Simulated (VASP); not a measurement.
C:

```
CELL_PARAMETERS angstrom
-1.16461 1.16461 1.16461
1.16461 -1.16461 1.16461
1.16461 1.16461 -1.16461
ATOMIC_POSITIONS crystal
C 0.00000 0.00000 0.00000
```

Base run:

* Program: VASP 6.6.1
* Functional: LDA
* Potentials or basis: VASP PAW LDA potentials, release 64 (C)
* Cutoff: 520 eV
* k mesh: 21 × 21 × 21
* Occupations: fermi-dirac, width 0.1 eV
* Spin: no spin polarisation

Its results: band gap on the k mesh zero (band 2 reaches 18.78 eV, above the bottom of band 3 at 3.88 eV); pressure 0.2 GPa.

Problem. The run is repeated on the same cell with these changes: k mesh from 21 × 21 × 21 to 18 × 18 × 18. What comes out?

Solution. Band gap on the k mesh zero (band 2 reaches 18.78 eV, above the bottom of band 3 at 3.88 eV); pressure 0.7 GPa.
